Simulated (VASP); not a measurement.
# InSe (P-3m1) in VASP: a series of runs

Runs on InSe. Level: PBE+D3(BJ). Tasks: single point.

Everything below comes from runs of VASP 6.6.1. Logs are shortened: lines on timing, memory, paths and dates and some standing lists are left out, and cuts for length are marked.

## 1. The cell of the first run

The structure is trigonal, space group P-3m1 (No. 164). The conventional cell has a = 4.032 Å, b = 4.032 Å, c = 18.262 Å, α = 90.00°, β = 90.00°, γ = 120.00°. Within 3.5 Å of In (site symmetry 3m) lie 3 Se at 2.66 Å and 1 In at 2.79 Å. In (site symmetry 3m) has 3 Se at 2.66 Å and 1 In at 2.79 Å within 3.5 Å. Within 3.5 Å of Se (site symmetry 3m) lie 3 In at 2.66 Å. Se (site symmetry 3m) has 3 In at 2.66 Å within 3.5 Å.

## 2. Single point, PBE+D3(BJ) (the distance across one plane changed)

File INCAR:

```
SYSTEM = InSe
ALGO     = Normal         ! electronic algorithm
EDIFF    = 1E-7           ! SCF threshold, eV
ENCUT    = 520            ! plane-wave cutoff, eV
GGA      = PE             ! functional
ISIF     = 2              ! what is computed and relaxed
ISMEAR   = 0              ! smearing method
IVDW     = 12             ! dispersion correction
LASPH    = .TRUE.         ! aspherical terms in the spheres
LCHARG   = .FALSE.        ! write CHGCAR
LREAL    = .FALSE.        ! projectors in reciprocal space
LWAVE    = .FALSE.        ! write WAVECAR
NBANDS   = 48             ! bands
NELM     = 60             ! most SCF steps
PREC     = Accurate       ! precision mode
SIGMA    = 0.03           ! smearing width, eV
```

File KPOINTS:

```
k-points
0
G
  9 9 2
  0 0 0
```

File POSCAR:

```
InSe
1.0
   -4.0317714842      0.0000000000      0.0000000000
   -2.0158857421     -3.4916165276      0.0000000000
    0.0000000000      0.0000000000     18.2623716544
In Se
4 4
Direct
    0.3333333333      0.3333333333      0.1529695402
    0.6666666667      0.6666666667      0.6119014898
    0.3333333333      0.3333333333      0.3059624093
    0.6666666667      0.6666666667      0.7648943589
    0.3333333333      0.3333333333      0.5414214187
    0.6666666667      0.6666666667      0.0824894691
    0.3333333333      0.3333333333      0.8353744300
    0.6666666667      0.6666666667      0.3764424805
```

Potentials or basis: VASP PAW PBE potentials, release 64 (In_d, Se).

On the command line:

```bash
$ cat potpaw_PBE.64/In_d/POTCAR potpaw_PBE.64/Se/POTCAR > POTCAR
$ mpirun -np 1 vasp_std > vasp.out
```

OUTCAR:

```text
SYSTEM = InSe
   EDIFF = 1E-7
   ENCUT = 520
   GGA = PE
   ISIF = 2
   ISMEAR = 0
   IVDW = 12
   LASPH = .TRUE.
   LREAL = .FALSE.
   NELM = 60
   PREC = Accurate
 IVDW          = 12

 ion  position               nearest neighbor table
   1  0.333  0.333  0.153-   6 2.66   6 2.66   6 2.66   3 2.79
   2  0.667  0.667  0.612-   5 2.66   5 2.66   5 2.66   4 2.79
   3  0.333  0.333  0.306-   8 2.66   8 2.66   8 2.66   1 2.79
   4  0.667  0.667  0.765-   7 2.66   7 2.66   7 2.66   2 2.79
   5  0.333  0.333  0.541-   2 2.66   2 2.66   2 2.66
   6  0.667  0.667  0.082-   1 2.66   1 2.66   1 2.66
   7  0.333  0.333  0.835-   4 2.66   4 2.66   4 2.66
   8  0.667  0.667  0.376-   3 2.66   3 2.66   3 2.66

  LATTYP: Found a hexagonal cell.
 ALAT       =     4.0317714842
 C/A-ratio  =     4.5296147676

  Lattice vectors:

 A1 = (   2.0158857421,   3.4916165276,   0.0000000000)
 A2 = (  -4.0317714842,   0.0000000000,   0.0000000000)
 A3 = (   0.0000000000,   0.0000000000,  18.2623716544)

Analysis of symmetry for initial positions (statically):
=====================================================================
 Subroutine PRICEL returns:
 Original cell was already a primitive cell.

 Routine SETGRP: Setting up the symmetry group for a
 hexagonal supercell.

 Subroutine GETGRP returns: Found 12 space group operations
 (whereof  6 operations were pure point group operations)
 out of a pool of 24 trial point group operations.

The static configuration has the point symmetry C_3v.
 The point group associated with its full space group is D_3d.

Analysis of symmetry for dynamics (positions and initial velocities):
=====================================================================
 Subroutine PRICEL returns:
 Original cell was already a primitive cell.

 Routine SETGRP: Setting up the symmetry group for a
 hexagonal supercell.

 Subroutine GETGRP returns: Found 12 space group operations
 (whereof  6 operations were pure point group operations)
 out of a pool of 24 trial point group operations.

The dynamic configuration has the point symmetry C_3v.
 The point group associated with its full space group is D_3d.

 Subroutine INISYM returns: Found 12 space group operations
 (whereof  6 operations are pure point group operations),
 and found     1 'primitive' translations

----------------------------------------------------------------------------------------

                                     Primitive cell

  volume of cell :     257.0867

  direct lattice vectors                    reciprocal lattice vectors
    -4.031771484  0.000000000  0.000000000    -0.248029930  0.143200147  0.000000000
    -2.015885742 -3.491616528  0.000000000     0.000000000 -0.286400294  0.000000000
     0.000000000  0.000000000 18.262371654     0.000000000  0.000000000  0.054757401

  length of vectors
     4.031771484  4.031771484 18.262371654     0.286400294  0.286400294  0.054757401

  position of ions in fractional coordinates (direct lattice)
     0.333333333  0.333333333  0.152969540
     0.666666667  0.666666667  0.611901490
     0.333333333  0.333333333  0.305962409
     0.666666667  0.666666667  0.764894359
     0.333333333  0.333333333  0.541421419
     0.666666667  0.666666667  0.082489469
     0.333333333  0.333333333  0.835374430
     0.666666667  0.666666667  0.376442481

  ion indices of the primitive-cell ions
   primitive index   ion index
                 1           1
                 2           2
                 3           3
                 4           4
                 5           5
                 6           6
                 7           7
                 8           8

----------------------------------------------------------------------------------------

 KPOINTS: k-points

Automatic generation of k-mesh.
 Grid dimensions read from file:
 generate k-points for:    9    9    2

 Generating k-lattice:

  Cartesian coordinates                     Fractional coordinates (reciprocal lattice)
    -0.027558881  0.015911127  0.000000000     0.111111111  0.000000000  0.000000000
     0.000000000 -0.031822255  0.000000000     0.000000000  0.111111111  0.000000000
     0.000000000  0.000000000  0.027378700     0.000000000  0.000000000  0.500000000

  Length of vectors
     0.031822255  0.031822255  0.027378700

  Shift w.r.t. Gamma in fractional coordinates (k-lattice)
     0.000000000  0.000000000  0.000000000

 Subroutine IBZKPT returns following result:
 ===========================================

 Found     24 irreducible k-points:

 Following reciprocal coordinates:
            Coordinates               Weight
  0.000000  0.000000  0.000000      1.000000
  0.111111  0.000000  0.000000      6.000000
  0.222222  0.000000  0.000000      6.000000
  0.333333 -0.000000  0.000000      6.000000
  0.444444  0.000000  0.000000      6.000000
  0.222222  0.111111  0.000000      6.000000
[... 16 lines left out ...]
 -0.444444  0.222222  0.500000     12.000000
 -0.333333  0.333333  0.500000      2.000000
   k-points           NKPTS =     24   k-points in BZ     NKDIM =     24   number of bands    NBANDS=     48
   number of dos      NEDOS =    301   number of ions     NIONS =      8
   total plane-waves  NPLWV = 126000
   dimension x,y,z NGX =    30 NGY =   30 NGZ =  140
   dimension x,y,z NGXF=    60 NGYF=   60 NGZF=  280
   ions per type =               4   4
   NGX,Y,Z   is equivalent  to a cutoff of  12.37, 12.37, 12.74 a.u.
   NGXF,Y,Z  is equivalent  to a cutoff of  24.74, 24.74, 25.49 a.u.
 SYSTEM =  InSe
   PREC   = accura    normal or accurate (medium, high low for compatibility)
   ISTART =      0    job   : 0-new  1-cont  2-samecut
   ICHARG =      2    charge: 1-file 2-atom 10-const
   ISPIN  =      1    spin polarized calculation?
   LNONCOLLINEAR =      F non collinear calculations
   LSORBIT =      F    spin-orbit coupling
   LASPH  =      T    aspherical Exc in radial PAW
   ENCUT  =  520.0 eV  38.22 Ry    6.18 a.u.   7.50  7.50 33.96*2*pi/ulx,y,z
   NELM   =     60;   NELMIN=  2; NELMDL= -5     # of ELM steps
   EDIFF  = 0.1E-06   stopping-criterion for ELM
   LREAL  =      F    real-space projection
   EDIFFG = 0.1E-05   stopping-criterion for IOM
   NSW    =      0    number of steps for IOM
   IBRION =     -1    ionic relax: 0-MD 1-quasi-New 2-CG
   NFREE  =      0    steps in history (QN), initial steepest desc. (CG)
   ISIF   =      2    stress and relaxation
   ISYM   =      2    0-nonsym 1-usesym 2-fastsym
   POTIM  = 0.5000    time-step for ionic-motion
   TEBEG  =    0.0;   TEEND  =   0.0 temperature during run
   PSTRESS=    0.0 pullay stress
   NELECT =      76.0000    total number of electrons
   NUPDOWN=      -1.0000    fix difference up-down
   EMIN   =  10.00;   EMAX   =-10.00  energy-range for DOS
   EFERMI =   0.00;   METHOD = LEGACY
   ISMEAR =     0;   SIGMA  =   0.03  broadening in eV -4-tet -1-fermi 0-gaus
   EFERMI_NEDOS =   21; number of points for ismear=-14 and -15
   IALGO  =     38    algorithm
   IMIX   =      4    mixing-type and parameters
     AMIX     =   0.40;   BMIX     =  1.00
     AMIX_MAG =   1.60;   BMIX_MAG =  1.00
  volume/ion in A,a.u.               =      32.14       216.86
  Fermi-wavevector in a.u.,A,eV,Ry     =   1.090568  2.060875 16.181939  1.189339
  Thomas-Fermi vector in A             =   2.226795
   LORBIT       =      0    0 simple, 1 ext, 2 COOP (PROOUT), +10 PAW based schemes
   GGA     = PE    functional components
   LHFCALC =     F    Hartree Fock is set to
   AEXX    =    0.0000 exact exchange contribution
   IVDW    =    12    specifies the selected vdW correction
   LEPSILON=     F    determine dielectric tensor
   LRPA    =     F    only Hartree local field effects (RPA)
 non-spin polarized calculation
 Gauss-broadening in eV      SIGMA  =   0.03
  energy-cutoff  :      520.00
  volume of cell :      257.09
 maximum number of plane-waves:      6982
 NGX is ok and might be reduce to    30
   NGX = 15   NGY = 15   NGZ = 67

 number of electron      76.0000002 magnetization

 Free energy of the ion-electron system (eV)
  ---------------------------------------------------
  ext. energy  EPLUGINS =         0.00000000
  ---------------------------------------------------
  free energy    TOTEN  =       -28.36923753 eV

  energy without entropy =      -28.36923753  energy(sigma->0) =      -28.36923753

 E-fermi :   3.0638     XC(G=0):  -8.3592

 val. band max:        2.9261199635   @ k =   0.1111   0.0000   0.0000
 cond. band min:       3.7626106152   @ k =   0.0000   0.0000   0.0000
 fundamental gap:      0.8364906517
 Fermi energy:         3.0637567970

 k-point     1 :       0.0000    0.0000    0.0000
  band No.  band energies     occupation
      1     -11.5325      2.00000
      2     -11.5321      2.00000
      3     -11.3482      2.00000
      4     -11.3482      2.00000
      5     -11.3480      2.00000
      6     -11.3480      2.00000
[... 40 lines left out ...]
     47       8.5594      0.00000
     48       8.7356      0.00000

 k-point     2 :       0.1111    0.0000    0.0000
  band No.  band energies     occupation
      1     -11.5320      2.00000
      2     -11.5317      2.00000
      3     -11.3899      2.00000
      4     -11.3864      2.00000
      5     -11.3464      2.00000
      6     -11.3462      2.00000
[... 40 lines left out ...]
     47       8.1015      0.00000
     48       8.4014      0.00000

 k-point     3 :       0.2222    0.0000    0.0000
  band No.  band energies     occupation
      1     -11.5461      2.00000
      2     -11.5446      2.00000
      3     -11.4590      2.00000
      4     -11.4530      2.00000
      5     -11.4066      2.00000
      6     -11.4012      2.00000
[... 1060 lines left out ...]
     47       8.1683      0.00000
     48       8.3382      0.00000

 k-point    24 :      -0.3333    0.3333    0.5000
  band No.  band energies     occupation
      1     -11.6435      2.00000
      2     -11.6435      2.00000
      3     -11.5476      2.00000
      4     -11.5476      2.00000
      5     -11.4734      2.00000
      6     -11.4734      2.00000
[... 40 lines left out ...]
     47       8.8667      0.00000
     48       8.8667      0.00000

------------------------ aborting loop because EDIFF is reached ----------------------------------------

 Edisp (eV)   -2.18665

 E8    (eV) :    -1.0039

  FORCE on cell =-STRESS in cart. coord.  units (eV):
  Direction    XX          YY          ZZ          XY          YZ          ZX
  --------------------------------------------------------------------------------------
  -------------------------------------------------------------------------------------
  Total      -0.03291    -0.03291    -0.32319     0.00000    -0.00000    -0.00000
  in kB      -0.20511    -0.20511    -2.01411     0.00000    -0.00000    -0.00000
  external pressure =       -0.81 kB  Pullay stress =        0.00 kB

 VOLUME and BASIS-vectors are now :
 -----------------------------------------------------------------------------
  energy-cutoff  :      520.00
  volume of cell :      257.09
      direct lattice vectors                 reciprocal lattice vectors
    -4.031771484  0.000000000  0.000000000    -0.248029930  0.143200147  0.000000000
    -2.015885742 -3.491616528  0.000000000     0.000000000 -0.286400294  0.000000000
     0.000000000  0.000000000 18.262371654     0.000000000  0.000000000  0.054757401

 POSITION                                       TOTAL-FORCE (eV/Angst)
 -----------------------------------------------------------------------------------
     -2.01589     -1.16387      2.79359        -0.000000      0.000000      0.016629
     -4.03177     -2.32774     11.17477        -0.000000     -0.000000      0.019170
     -2.01589     -1.16387      5.58760         0.000000     -0.000000     -0.019170
     -4.03177     -2.32774     13.96879         0.000000     -0.000000     -0.016629
     -2.01589     -1.16387      9.88764         0.000000      0.000000     -0.015128
     -4.03177     -2.32774      1.50645        -0.000000      0.000000     -0.099563
     -2.01589     -1.16387     15.25592        -0.000000     -0.000000      0.099563
     -4.03177     -2.32774      6.87473         0.000000     -0.000000      0.015128
 -----------------------------------------------------------------------------------
    total drift:                                0.000000      0.000000     -0.000001

  FREE ENERGIE OF THE ION-ELECTRON SYSTEM (eV)
  ---------------------------------------------------
  free  energy   TOTEN  =       -30.5558885532 eV

  energy  without entropy=      -30.5558885532  energy(sigma->0) =      -30.55588855
```

Run time: 9 min. Hardware: 1 thread of Oxide Virtual Turin-like, shared host; peak memory 0.46 GiB.

Results:

```
Free energy                : -30.5559 eV
Pressure                   : -0.1 GPa
Largest force              : 0.100 eV/Å
Band gap on the k mesh     : 0.84 eV
Dispersion energy per atom : -0.273 eV
```

Forces in eV/Å, atoms in the order of the input:
```
In   0.000  0.000  0.017
In   0.000  0.000  0.019
In   0.000  0.000 -0.019
In   0.000  0.000 -0.017
Se   0.000  0.000 -0.015
Se   0.000  0.000 -0.100
Se   0.000  0.000  0.100
Se   0.000  0.000  0.015
```

Caveat: the cell differs from its parent crystal (the distance across one plane changed); spin-orbit coupling is left out, which moves the levels of the heavy elements.

## 3. Single point, PBE+D3(BJ) (the distance across one plane changed)

File INCAR:

```
ALGO = Normal ; EDIFF = 1E-7
ENCUT = 520 ; GGA = PE
ISIF = 2 ; ISMEAR = 0
IVDW = 12 ; LASPH = T
LCHARG = T ; LELF = T
LREAL = F ; LVHAR = T
LWAVE = F ; NBANDS = 48
NELM = 80 ; PREC = Accurate
SIGMA = 0.03
```

File KPOINTS:

```
k-points
0
Gamma
  9 9 2
```

File POSCAR:

```
InSe
1.0
   -4.0317714842      0.0000000000      0.0000000000
   -2.0158857421     -3.4916165276      0.0000000000
    0.0000000000      0.0000000000     18.7623716544
In Se
4 4
Direct
    0.3333333333      0.3333333333      0.1488930423
    0.6666666667      0.6666666667      0.5955948762
    0.3333333333      0.3333333333      0.2978087917
    0.6666666667      0.6666666667      0.7445106256
    0.3333333333      0.3333333333      0.5269930343
    0.6666666667      0.6666666667      0.0802912004
    0.3333333333      0.3333333333      0.8131124675
    0.6666666667      0.6666666667      0.3664106336
```

Potentials or basis: VASP PAW PBE potentials, release 64 (In_d, Se).

On the command line:

```bash
$ cat potpaw_PBE.64/In_d/POTCAR potpaw_PBE.64/Se/POTCAR > POTCAR
$ mpirun -np 1 vasp_std > vasp.out
```

It took 10 min on 1 thread of Oxide Virtual Turin-like, shared host; peak memory 0.46 GiB.

Results (log left out):

```
Free energy                : -30.5208 eV
Pressure                   : 0.0 GPa
Largest force              : 0.083 eV/Å
Band gap on the k mesh     : 0.91 eV (least direct gap 0.94 eV)
Dispersion energy per atom : -0.269 eV
```

Forces on the atoms (eV/Å):
```
In   0.000  0.000  0.025
In   0.000  0.000  0.019
In   0.000  0.000 -0.019
In   0.000  0.000 -0.025
Se   0.000  0.000 -0.015
Se   0.000  0.000 -0.083
Se   0.000  0.000  0.083
Se   0.000  0.000  0.015
```

Stress tensor (GPa, compression positive):
```
-0.01  0.00  0.00
 0.00 -0.01  0.00
 0.00  0.00 -0.13
```

Levels at points of the mesh, in eV from the valence-band top:
```
           k point  band 36  band 37  band 38  band 39  band 40  band 41
(0.00, 0.00, 0.00)    -0.76    -0.76    -0.03     0.91     1.75     2.43
(0.00, 0.00, 0.50)    -0.76    -0.76    -0.21     1.09     1.64     2.45
```

Caveat: the cell differs from its parent crystal (the distance across one plane changed); spin-orbit coupling is left out, which moves the levels of the heavy elements. A k mesh can miss the band edges.
